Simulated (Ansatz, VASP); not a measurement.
Two plane-wave programs on TaS2

The input INCAR:

```
SYSTEM = TaS2
PREC = Accurate
ENCUT = 400
EDIFF = 1E-8
ISMEAR = -1
SIGMA = 0.03
LREAL = .FALSE.
LASPH = .TRUE.
NELM = 120
ALGO = Normal
ISIF = 2
LWAVE = .FALSE.
LCHARG = .FALSE.
GGA = PE
LEFG = .TRUE.
NBANDS = 18
GGA_COMPAT = .FALSE.
```

KPOINTS

```
regular mesh
0
G
  9 9 5
  0 0 0
```

The input POSCAR:

```
TaS2
1.0
    3.4505021842      0.0000000000      0.0000000000
   -1.7252510921      2.9882225474      0.0000000000
    0.0000000000      0.0000000000      5.8600000000
Ta S
1 2
Direct
    0.0000000000      0.0000000000      0.0000000000
    0.3333333333      0.6666666667      0.2500000000
    0.6666666667      0.3333333333      0.7500000000
```

Input for Ansatz:

```yaml
crystal:
  lattice:
    - [3.4505021842, 0.0, 0.0]
    - [-1.7252510921, 2.9882225474, 0.0]
    - [0.0, 0.0, 5.86]
  atoms:
    - { symbol: Ta, position: [0.0, 0.0, 0.0] }
    - { symbol: S, position: [0.3333333333, 0.6666666667, 0.25] }
    - { symbol: S, position: [0.6666666667, 0.3333333333, 0.75] }
kpoints:
  mp_grid: { grid: [9, 9, 5] }
scf:
  occupations: { method: fermi_dirac, width: 0.03 }
hamiltonian:
  xc: pbe
  pseudopotentials: { kind: paw }
output:
  forces: true
  stress: true
  eigenvalues: true
  efg: { contact_densities: true }
```

Change from the starting cell: equal xx and yy strain of +3 %, PAW files.

Alike in both runs: task electric field gradients; functional PBE; k mesh 9 × 9 × 5; occupations fermi-dirac, width 0.03 eV; no spin polarisation.

```csv
,VASP,Ansatz
version,VASP 6.6.1,Ansatz 0.2.0
potentials or method,"VASP PAW PBE potentials, release 64 (Ta_pv, S)","PAW with Ansatz's default frozen-core files, scalar-relativistic"
plane-wave cutoff (eV),400,420
valence electrons in the cell,23,25
```

Ansatz gave:

| Quantity | Value |
| --- | --- |
| pressure (GPa) | 0.8 |
| traceless stress, the component that is largest in VASP (GPa) | 4.70 |
| rms of the force components (eV/Å) | 0.211 |
| size of Vzz on the site where it differs most (V/Å²) | 153.9 |

Problem. Estimate VASP's values.

Solution. Pressure (GPa): 0.7; traceless stress, the component that is largest in VASP (GPa): 4.75; rms of the force components (eV/Å): 0.216; size of Vzz on the site where it differs most (V/Å²): 119.2.

Atom by atom the forces differ by 0.005 eV/Å (rms over components). VASP's potentials hold 23 valence electrons a cell and Ansatz's 25, so a difference there can come from the potentials and not from the codes.

Spin-orbit coupling is off throughout.
